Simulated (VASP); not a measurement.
Runs of VASP 6.6.1 on Li2BrF. Symmetry: R-3m, No. 166, trigonal system. The conventional cell has a = 3.471 Å, b = 3.471 Å, c = 16.405 Å, α = 90.00°, β = 90.00°, γ = 120.00°. F (site symmetry -3m) has 6 Li at 2.28 Å within 3.0 Å. Within 3.5 Å of Br (site symmetry -3m) lie 6 Li at 2.59 Å and 6 F at 3.39 Å and 6 Br at 3.47 Å. Within 3.0 Å of Li (site symmetry 3m) lie 3 F at 2.28 Å and 3 Br at 2.59 Å and 3 Li at 2.96 Å. 

```tsv
level	potentials or basis	spin	gap on the mesh (eV)	largest force (eV/Å)
PBE	VASP PAW PBE potentials, release 64 (F, Br, Li_sv)	off	(a)	0.01
LDA	VASP PAW LDA potentials, release 64 (F, Br, Li_sv)	off	3.13	-
PBE	VASP PAW PBE potentials, release 64 (F, Br, Li_sv)	non-collinear, zero start, SOC	-	0.01
r2SCAN	VASP PAW PBE potentials, release 64 (F, Br, Li_sv)	off	4.16	0.01
```

Alike in all rows: task single point; cell as given; k mesh 6 × 6 × 6; cutoff (eV) 520; smearing gaussian 0.01 eV.

Question: Estimate the missing entries.

Answer: (a) 3.45.

Caveats: the PAW data sets were made with another functional, which shifts forces and pressure a little (at least some runs).

A k mesh can miss the band edges, and rows without SOC leave out spin-orbit coupling on Br.
